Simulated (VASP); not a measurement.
# AlGaN2 (P-4m2) in VASP: further runs

AlGaN2 is run at these levels: LDA; tasks: single point.

Everything below comes from runs of VASP 6.6.1. Logs are shortened: lines on timing, memory, paths and dates and some standing lists are left out, and cuts for length are marked.

### 1 The cell of the first run

Symmetry: P-4m2, No. 115, tetragonal system. Conventional cell: a = 3.115 Å, b = 3.115 Å, c = 4.472 Å, α = 90.00°, β = 90.00°, γ = 90.00°. Within 2.5 Å of Al (site symmetry -4m2) lie 4 N at 1.89 Å. Within 2.6 Å of Ga (site symmetry -4m2) lie 4 N at 1.94 Å. Within 2.5 Å of N (site symmetry 2mm) lie 2 Al at 1.89 Å and 2 Ga at 1.94 Å.

### 2 Single point, LDA (strain along c alone, the other axes held: +2.0 %, then relaxed in part)

Contents of INCAR:

```
SYSTEM = AlGaN2
PREC     = Accurate       ! precision mode
ENCUT    = 520            ! plane-wave cutoff, eV
EDIFF    = 1E-6           ! SCF threshold, eV
ISMEAR   = 0              ! smearing method
SIGMA    = 0.02           ! smearing width, eV
LREAL    = .False.        ! projectors in reciprocal space
LASPH    = .True.         ! aspherical terms in the spheres
NELM     = 100            ! most SCF steps
ALGO     = Normal         ! electronic algorithm
ISIF     = 2              ! what is computed and relaxed
LWAVE    = .False.        ! write WAVECAR
LCHARG   = .False.        ! write CHGCAR
NBANDS   = 21             ! bands
```

Contents of KPOINTS:

```
Automatic mesh
0
Gamma
  8 8 6
  0 0 0
```

Contents of POSCAR:

```
AlGaN2
1.0
    3.1152864669      0.0000000000      0.0000000000
    0.0000000000      3.1152864669      0.0000000000
    0.0000000000      0.0000000000      4.4720168048
Al Ga N
1 1 2
Direct
    0.5000000000      0.5000000000      0.5000000000
    0.0000000000      0.0000000000      0.0000000000
    0.5000000000      0.0000000000      0.7403867931
    0.0000000000      0.5000000000      0.2596132069
```

Potentials or basis: VASP PAW LDA potentials, release 64 (Al, Ga_d, N).

Command:

```console
cat potpaw_LDA.64/Al/POTCAR potpaw_LDA.64/Ga_d/POTCAR potpaw_LDA.64/N/POTCAR > POTCAR
mpirun -np 1 vasp_std > vasp.out
```

OUTCAR:

```text
SYSTEM = AlGaN2
   PREC = Accurate
   ENCUT = 520
   EDIFF = 1E-6
   ISMEAR = 0
   LREAL = .False.
   LASPH = .True.
   NELM = 100
   ISIF = 2

 ion  position               nearest neighbor table
   1  0.500  0.500  0.500-   3 1.89   4 1.89   3 1.89   4 1.89   2 3.14   2 3.14   2 3.14   2 3.14
                             2 3.14   2 3.14   2 3.14   2 3.14
   2  0.000  0.000  0.000-   3 1.94   4 1.94   4 1.94   3 1.94   1 3.14   1 3.14   1 3.14   1 3.14
                             1 3.14   1 3.14   1 3.14   1 3.14
   3  0.500  0.000  0.740-   1 1.89   1 1.89   2 1.94   2 1.94
   4  0.000  0.500  0.260-   1 1.89   1 1.89   2 1.94   2 1.94

  LATTYP: Found a simple tetragonal cell.
 ALAT       =     3.1152864669
 C/A-ratio  =     1.4355074091

  Lattice vectors:

 A1 = (   3.1152864669,   0.0000000000,   0.0000000000)
 A2 = (   0.0000000000,   3.1152864669,   0.0000000000)
 A3 = (   0.0000000000,   0.0000000000,   4.4720168048)

Analysis of symmetry for initial positions (statically):
=====================================================================
 Subroutine PRICEL returns:
 Original cell was already a primitive cell.

 Routine SETGRP: Setting up the symmetry group for a
 simple tetragonal supercell.

 Subroutine GETGRP returns: Found  8 space group operations
 (whereof  8 operations were pure point group operations)
 out of a pool of 16 trial point group operations.

The static configuration has the point symmetry D_2d.

Analysis of symmetry for dynamics (positions and initial velocities):
=====================================================================
 Subroutine PRICEL returns:
 Original cell was already a primitive cell.

 Routine SETGRP: Setting up the symmetry group for a
 simple tetragonal supercell.

 Subroutine GETGRP returns: Found  8 space group operations
 (whereof  8 operations were pure point group operations)
 out of a pool of 16 trial point group operations.

The dynamic configuration has the point symmetry D_2d.

 Subroutine INISYM returns: Found  8 space group operations
 (whereof  8 operations are pure point group operations),
 and found     1 'primitive' translations

----------------------------------------------------------------------------------------

                                     Primitive cell

  volume of cell :      43.4010

  direct lattice vectors                    reciprocal lattice vectors
     3.115286467  0.000000000  0.000000000     0.320997767  0.000000000  0.000000000
     0.000000000  3.115286467  0.000000000     0.000000000  0.320997767  0.000000000
     0.000000000  0.000000000  4.472016805     0.000000000  0.000000000  0.223612755

  length of vectors
[... 85 lines left out ...]
   NELM   =    100;   NELMIN=  2; NELMDL= -5     # of ELM steps
   EDIFF  = 0.1E-05   stopping-criterion for ELM
   LREAL  =      F    real-space projection
   EDIFFG = 0.1E-04   stopping-criterion for IOM
   NSW    =      0    number of steps for IOM
   IBRION =     -1    ionic relax: 0-MD 1-quasi-New 2-CG
   NFREE  =      0    steps in history (QN), initial steepest desc. (CG)
   ISIF   =      2    stress and relaxation
   ISYM   =      2    0-nonsym 1-usesym 2-fastsym
   POTIM  = 0.5000    time-step for ionic-motion
   TEBEG  =    0.0;   TEEND  =   0.0 temperature during run
   PSTRESS=    0.0 pullay stress
   NELECT =      26.0000    total number of electrons
   NUPDOWN=      -1.0000    fix difference up-down
   EMIN   =  10.00;   EMAX   =-10.00  energy-range for DOS
   EFERMI =   0.00;   METHOD = LEGACY
   ISMEAR =     0;   SIGMA  =   0.02  broadening in eV -4-tet -1-fermi 0-gaus
   EFERMI_NEDOS =   21; number of points for ismear=-14 and -15
   IALGO  =     38    algorithm
   IMIX   =      4    mixing-type and parameters
     AMIX     =   0.40;   BMIX     =  1.00
     AMIX_MAG =   1.60;   BMIX_MAG =  1.00
  volume/ion in A,a.u.               =      10.85        73.22
  Fermi-wavevector in a.u.,A,eV,Ry     =   1.380065  2.607944 25.913368  1.904579
  Thomas-Fermi vector in A             =   2.504976
   LORBIT       =      0    0 simple, 1 ext, 2 COOP (PROOUT), +10 PAW based schemes
   GGA     = CA    functional components
   LHFCALC =     F    Hartree Fock is set to
   AEXX    =    0.0000 exact exchange contribution
   IVDW    =     0    specifies the selected vdW correction
   LEPSILON=     F    determine dielectric tensor
   LRPA    =     F    only Hartree local field effects (RPA)
 non-spin polarized calculation
 Gauss-broadening in eV      SIGMA  =   0.02
  energy-cutoff  :      520.00
  volume of cell :       43.40
 maximum number of plane-waves:      1184
 NGX is ok and might be reduce to    24
   NGX = 11   NGY = 11   NGZ = 17

 number of electron      25.9999986 magnetization

 Free energy of the ion-electron system (eV)
  ---------------------------------------------------
  ext. energy  EPLUGINS =         0.00000000
  ---------------------------------------------------
  free energy    TOTEN  =       -30.30499237 eV

  energy without entropy =      -30.30499237  energy(sigma->0) =      -30.30499237

 E-fermi :   5.6158     XC(G=0): -11.7498

 val. band max:        5.4812770662   @ k =   0.0000   0.0000   0.0000
 cond. band min:       8.3718743440   @ k =   0.0000   0.0000   0.0000
 fundamental gap:      2.8905972778
 Fermi energy:         5.6158007275

 k-point     1 :       0.0000    0.0000    0.0000
  band No.  band energies     occupation
      1      -9.9529      2.00000
      2      -8.6172      2.00000
      3      -7.6317      2.00000
      4      -7.6317      2.00000
      5      -7.5873      2.00000
      6      -7.4274      2.00000
[... 565 lines left out ...]
     20      17.5386      0.00000
     21      17.6056      0.00000

 [... further k-points ...]
[... 5 lines left out ...]
  --------------------------------------------------------------------------------------
  -------------------------------------------------------------------------------------
  Total       -0.6047515     -0.6047515     -1.3257610      0.0000000      0.0000000      0.0000000
  in kB      -22.3248302    -22.3248302    -48.9414017      0.0000000      0.0000000      0.0000000
  external PRESSURE =     -31.1970207 kB  Pullay stress =       0.0000000 kB

 VOLUME and BASIS-vectors are now :
 -----------------------------------------------------------------------------
  energy-cutoff  :      520.00
  volume of cell :       43.40
      direct lattice vectors                 reciprocal lattice vectors
     3.115286467  0.000000000  0.000000000     0.320997767  0.000000000  0.000000000
     0.000000000  3.115286467  0.000000000     0.000000000  0.320997767  0.000000000
     0.000000000  0.000000000  4.472016805     0.000000000  0.000000000  0.223612755

 POSITION                                       TOTAL-FORCE (eV/Angst)
 -----------------------------------------------------------------------------------
      1.55764      1.55764      2.23601         0.000000      0.000000      0.000000
      0.00000      0.00000      0.00000         0.000000     -0.000000      0.000000
      1.55764      0.00000      3.31102        -0.000000     -0.000000     -0.030294
      0.00000      1.55764      1.16099         0.000000     -0.000000      0.030294
 -----------------------------------------------------------------------------------
    total drift:                                0.000000      0.000000     -0.000000

  FREE ENERGIE OF THE ION-ELECTRON SYSTEM (eV)
  ---------------------------------------------------
  free  energy   TOTEN  =       -30.3049923749 eV

  energy  without entropy=      -30.3049923749  energy(sigma->0) =      -30.30499237
```

OSZICAR:

```text
N       E                     dE             d eps       ncg     rms          rms(c)
DAV:   1     0.167682500529E+03    0.16768E+03   -0.12901E+04  2841   0.185E+03
DAV:   2    -0.153652499245E+02   -0.18305E+03   -0.17007E+03  2808   0.401E+02
DAV:   3    -0.345267379236E+02   -0.19161E+02   -0.18942E+02  2944   0.104E+02
DAV:   4    -0.349838361311E+02   -0.45710E+00   -0.45652E+00  3054   0.169E+01
DAV:   5    -0.349918493061E+02   -0.80132E-02   -0.80127E-02  2912   0.216E+00    0.115E+01
DAV:   6    -0.303841316882E+02    0.46077E+01   -0.14575E+01  3923   0.520E+01    0.395E+00
DAV:   7    -0.303682251655E+02    0.15907E-01   -0.94988E-01  2660   0.771E+00    0.266E+00
DAV:   8    -0.303181837324E+02    0.50041E-01   -0.20535E-01  3146   0.421E+00    0.103E+00
DAV:   9    -0.303047540490E+02    0.13430E-01   -0.40386E-02  3409   0.295E+00    0.365E-01
DAV:  10    -0.303050540158E+02   -0.29997E-03   -0.60699E-03  2942   0.527E-01    0.106E-01
DAV:  11    -0.303050003109E+02    0.53705E-04   -0.20130E-04  3246   0.123E-01    0.341E-02
DAV:  12    -0.303049919350E+02    0.83758E-05   -0.39181E-05  3256   0.831E-02    0.939E-03
DAV:  13    -0.303049923749E+02   -0.43985E-06   -0.28878E-06  2540   0.113E-02
   1 F= -.30304992E+02 E0= -.30304992E+02  d E =-.132130E-23
```

Wall time 72 s (1 thread of AMD EPYC 7R13, shared host); peak memory 0.15 GiB.

What came out:

- Free energy: -30.3050 eV
- Pressure: -3.1 GPa
- Largest force: 0.030 eV/Å
- Band gap on the k mesh: 2.89 eV, direct

Forces on the atoms (eV/Å):
```
Al   0.000  0.000  0.000
Ga   0.000  0.000  0.000
N    0.000  0.000 -0.030
N    0.000  0.000  0.030
```

Stress tensor (GPa, compression positive):
```
-2.23  0.00  0.00
 0.00 -2.23  0.00
 0.00  0.00 -4.89
```

Caveat: the cell differs from its parent crystal (strain along c alone, the other axes held: +2.0 %, then relaxed in part). A k mesh can miss the band edges.

### 3 Single point, LDA (strain along c alone, the other axes held: +4.0 %, then relaxed in part)

Contents of INCAR:

```
SYSTEM = AlGaN2
PREC = Accurate ; ENCUT = 520
EDIFF = 1E-6 ; ISMEAR = 0
SIGMA = 0.02 ; LREAL = .False.
LASPH = .True. ; NELM = 100
ALGO = Normal ; ISIF = 2
LWAVE = .False. ; LCHARG = .False.
NBANDS = 21
```

KPOINTS is that of step 2.

Contents of POSCAR:

```
AlGaN2
1.0
    3.1152864669      0.0000000000      0.0000000000
    0.0000000000      3.1152864669      0.0000000000
    0.0000000000      0.0000000000      4.5597034088
Al Ga N
1 1 2
Direct
    0.5000000000      0.5000000000      0.5000000000
    0.0000000000      0.0000000000      0.0000000000
    0.5000000000      0.0000000000      0.7406794249
    0.0000000000      0.5000000000      0.2593205751
```

Potentials or basis: VASP PAW LDA potentials, release 64 (Al, Ga_d, N).

Command:

```console
cat potpaw_LDA.64/Al/POTCAR potpaw_LDA.64/Ga_d/POTCAR potpaw_LDA.64/N/POTCAR > POTCAR
mpirun -np 1 vasp_std > vasp.out
```

Run time: 73 s. Hardware: 1 thread of AMD EPYC 7R13, shared host; peak memory 0.15 GiB.

It converged, with:

| Item | Value |
| --- | --- |
| Free energy | -30.2644 eV |
| Pressure | -6.8 GPa |
| Largest force | 0.030 eV/Å |
| Band gap on the k mesh | 2.71 eV, direct |

Forces on the atoms (eV/Å):
```
Al   0.000  0.000  0.000
Ga   0.000  0.000  0.000
N    0.000  0.000 -0.030
N    0.000  0.000  0.030
```

Stress tensor (GPa, compression positive):
```
 -4.91   0.00   0.00
  0.00  -4.91   0.00
  0.00   0.00 -10.52
```

Levels at points of the mesh, in eV from the valence-band top:
```tsv
k point	band 10	band 11	band 12	band 13	band 14	band 15	band 16	band 17
(0.00, 0.00, 0.00)	-2.16	-0.36	0.00	0.00	2.71	3.53	7.72	10.90
(0.50, 0.00, 0.00)	-3.14	-3.10	-0.86	-0.58	6.92	7.06	8.08	8.35
(0.50, 0.50, 0.00)	-2.44	-2.41	-2.41	-2.38	3.10	3.10	5.85	8.32
(0.00, 0.00, 0.50)	-1.46	-1.46	-0.92	-0.92	5.06	5.10	7.69	9.19
(0.50, 0.00, 0.50)	-1.04	-0.85	-0.84	-0.48	4.91	6.29	8.95	9.23
(0.50, 0.50, 0.50)	-3.96	-3.27	-3.25	-3.25	5.79	5.79	8.46	10.22
```

Caveat: the cell differs from its parent crystal (strain along c alone, the other axes held: +4.0 %, then relaxed in part). A k mesh can miss the band edges.

### 4 Single point, LDA

This run uses another cell than the first one, of 11.06 Å³/atom, 1.020 times its volume.

Contents of INCAR:

```
ALGO     = Normal         # electronic algorithm
EDIFF    = 1E-6           # SCF threshold, eV
ENCUT    = 520            # plane-wave cutoff, eV
GGA      = CA             # functional
ISIF     = 2              # what is computed and relaxed
ISMEAR   = 0              # smearing method
LASPH    = T              # aspherical terms in the spheres
LCHARG   = F              # write CHGCAR
LREAL    = F              # projectors in reciprocal space
LWAVE    = F              # write WAVECAR
NBANDS   = 21             # bands
NELM     = 60             # most SCF steps
PREC     = Accurate       # precision mode
SIGMA    = 0.02           # smearing width, eV
```

Contents of KPOINTS:

```
k-points
0
Gamma
  8 8 6
```

POSCAR is that of step 3.

Command:

```console
cat potpaw_LDA.64/Al/POTCAR potpaw_LDA.64/Ga_d/POTCAR potpaw_LDA.64/N/POTCAR > POTCAR
mpirun -np 1 vasp_std > vasp.out
```

It took 74 s on 1 thread of AMD EPYC 7R13, shared host; peak memory 0.15 GiB.

It converged, with:

```
Free energy            : -30.2644 eV
Pressure               : -6.8 GPa
Largest force          : 0.030 eV/Å
Band gap on the k mesh : 2.71 eV, direct
```

Forces in eV/Å, atoms in the order of the input:
```
Al   0.000  0.000  0.000
Ga   0.000  0.000  0.000
N    0.000  0.000 -0.030
N    0.000  0.000  0.030
```

Stress tensor (GPa, compression positive):
```
 -4.91   0.00   0.00
  0.00  -4.91   0.00
  0.00   0.00 -10.52
```

Levels at points of the mesh, in eV from the valence-band top:
| k point | band 11 | band 12 | band 13 | band 14 | band 15 | band 16 |
| --- | --- | --- | --- | --- | --- | --- |
| (0.00, 0.00, 0.00) | -0.36 | 0.00 | 0.00 | 2.71 | 3.53 | 7.72 |
| (0.50, 0.00, 0.00) | -3.10 | -0.86 | -0.58 | 6.92 | 7.06 | 8.08 |
| (0.50, 0.50, 0.00) | -2.41 | -2.41 | -2.38 | 3.10 | 3.10 | 5.85 |
| (0.00, 0.00, 0.50) | -1.46 | -0.92 | -0.92 | 5.06 | 5.10 | 7.69 |
| (0.50, 0.00, 0.50) | -0.85 | -0.84 | -0.48 | 4.91 | 6.29 | 8.95 |
| (0.50, 0.50, 0.50) | -3.27 | -3.25 | -3.25 | 5.79 | 5.79 | 8.46 |

A k mesh can miss the band edges. As with any semilocal functional, this LDA gap is likely too small.

### 5 Single point, LDA (biaxial strain in the a-b plane: -6.0 %)

Contents of INCAR:

```
PREC = Accurate
ENCUT = 520
EDIFF = 1E-6
ISMEAR = 0
SIGMA = 0.02
LREAL = F
LASPH = T
NELM = 60
ALGO = Normal
ISIF = 2
LWAVE = F
LCHARG = T
GGA = CA
LELF = T
LVHAR = T
NBANDS = 21
```

Contents of KPOINTS:

```
regular mesh
0
Gamma
  8 8 6
```

Contents of POSCAR:

```
AlGaN2
1.0
    2.9283692791      0.0000000000      0.0000000000
    0.0000000000      2.9283692791      0.0000000000
    0.0000000000      0.0000000000      4.5421660795
Al Ga N
1 1 2
Direct
    0.5000000000      0.5000000000      0.5000000000
    0.0000000000      0.0000000000      0.0000000000
    0.5000000000      0.0000000000      0.7410137722
    0.0000000000      0.5000000000      0.2589862278
```

Command:

```console
cat potpaw_LDA.64/Al/POTCAR potpaw_LDA.64/Ga_d/POTCAR potpaw_LDA.64/N/POTCAR > POTCAR
mpirun -np 1 vasp_std > vasp.out
```

Run time: 20 s. Hardware: 1 thread of Intel Xeon Platinum 8488C (Sapphire Rapids), shared host; peak memory 0.17 GiB.

It converged, with:

```yaml
Free_energy: -29.9469 eV
Pressure: 22.4 GPa
Largest_force: 0.035 eV/Å
Band_gap_on_the_k_mesh: 2.92 eV, indirect (least direct gap 3.53 eV)
```

Forces on the atoms (eV/Å):
```
Al   0.000  0.000  0.000
Ga   0.000  0.000  0.000
N    0.000  0.000 -0.035
N    0.000  0.000  0.035
```

Stress tensor (GPa, compression positive):
```
27.65  0.00  0.00
 0.00 27.65  0.00
 0.00  0.00 11.99
```

Levels at points of the mesh, in eV from the valence-band top:
```tsv
k point	band 9	band 10	band 11	band 12	band 13	band 14	band 15	band 16	band 17	band 18
(0.00, 0.00, 0.00)	-2.22	-2.22	-0.76	0.00	0.00	3.53	3.85	8.98	11.83	11.83
(0.50, 0.00, 0.00)	-5.16	-3.85	-3.81	-0.80	-0.47	7.50	7.90	9.18	9.47	9.63
(0.50, 0.50, 0.00)	-5.19	-3.06	-2.98	-2.98	-2.94	2.92	2.92	6.05	8.66	13.57
(0.00, 0.00, 0.50)	-3.30	-1.56	-1.56	-0.87	-0.87	5.42	5.57	8.44	10.35	11.18
(0.50, 0.00, 0.50)	-7.05	-1.52	-1.38	-0.79	-0.38	5.49	6.74	9.59	9.91	10.34
(0.50, 0.50, 0.50)	-4.69	-4.67	-3.82	-3.82	-3.76	5.59	5.59	9.61	10.21	10.21
```

Caveat: the cell differs from its parent crystal (biaxial strain in the a-b plane: -6.0 %).

### 6 Overview

```tsv
cell	gap on the mesh (eV)	pressure (GPa)	largest force (eV/Å)
a = 3.115, b = 3.115, c = 4.472 Å, 4 atoms	2.89	-3.1	0.03
a = 3.115, b = 3.115, c = 4.560 Å, 4 atoms	2.71	-6.8	0.03
a = 2.928, b = 2.928, c = 4.542 Å, 4 atoms	2.92	22.4	0.03
```

Alike in all rows: task single point; level LDA; potentials or basis VASP PAW LDA potentials, release 64 (Al, Ga_d, N); no spin polarisation; k mesh 8 × 8 × 6; cutoff (eV) 520; smearing gaussian 0.02 eV.

Absolute energies hang on the potentials; compare differences alone.
